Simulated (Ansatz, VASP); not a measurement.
## Ni in VASP and in Ansatz

Contents of INCAR:

```
SYSTEM = Ni
ALGO     = Fast           ! electronic algorithm
EDIFF    = 1E-6           ! SCF threshold, eV
ENCUT    = 520            ! plane-wave cutoff, eV
GGA      = PE             ! functional
ISIF     = 2              ! what is computed and relaxed
ISMEAR   = 0              ! smearing method
ISPIN    = 2              ! spin polarisation
LASPH    = .True.         ! aspherical terms in the spheres
LCHARG   = .True.         ! write CHGCAR
LELF     = .True.         ! ELF
LMAXMIX  = 4              ! l up to which the mixer works
LORBIT   = 11             ! projections on sites
LREAL    = .False.        ! projectors in reciprocal space
LVHAR    = .True.       
LWAVE    = .False.        ! write WAVECAR
MAGMOM   = 0.64           ! initial moments
NBANDS   = 15             ! bands
NELM     = 150            ! most SCF steps
PREC     = Accurate       ! precision mode
SIGMA    = 0.15           ! smearing width, eV
```

Contents of KPOINTS:

```
k-points
0
Gamma
  34 34 34
  0 0 0
```

Contents of POSCAR:

```
Ni
1.0
   -1.4781872202      1.4781872202      1.2564591372
    1.4781872202     -1.4781872202      1.2564591372
    1.4781872202      1.4781872202     -1.2564591372
Ni
1
Direct
    0.0000000000      0.0000000000      0.0000000000
```

Input for Ansatz:

```yaml
crystal:
  lattice:
    - [-1.4781872202, 1.4781872202, 1.2564591372]
    - [1.4781872202, -1.4781872202, 1.2564591372]
    - [1.4781872202, 1.4781872202, -1.2564591372]
  atoms:
    - { symbol: Ni, position: [0.0, 0.0, 0.0], spin: 0.64 }
basis:
  ecutwfc: 420
kpoints:
  mp_grid: { grid: [34, 34, 34] }
hamiltonian:
  xc: pbe
scf:
  occupations: { method: gaussian, width: 0.15 }
output:
  forces: true
  stress: true
  eigenvalues: true
  populations: true
magnetization:
  spin_polarized: true
```

Alike in both runs: task single point; functional PBE; k mesh 34 × 34 × 34; occupations gaussian, width 0.15 eV; collinear spin.

|  | VASP | Ansatz |
| --- | --- | --- |
| version | VASP 6.6.1 | Ansatz 0.2.0 |
| potentials or method | VASP PAW PBE potentials, release 64 (Ni), cutoff 520 eV | scalar-relativistic, plane waves, PAW |
| valence electrons in the cell | 10 | 18 |

Ansatz gave:

- gap on the k mesh at the Fermi level (eV): none
- pressure (GPa): 0.7
- traceless stress, the component that is largest in VASP (GPa): 1.17
- net moment per atom (μB): 0.60
- size of the moment on the site where the two differ most (μB): 0.64

Which values does VASP return?

gap on the k mesh at the Fermi level (eV): none; pressure (GPa): 0.3; traceless stress, the component that is largest in VASP (GPa): 1.35; net moment per atom (μB): 0.59; size of the moment on the site where the two differ most (μB): 0.60.

Site moments also hang on the region over which each program counts them. A gap of «none» marks a metal or a gap that the smearing closes. VASP's potentials hold 10 valence electrons a cell and Ansatz's 18, so a difference there can come from the potentials and not from the codes.
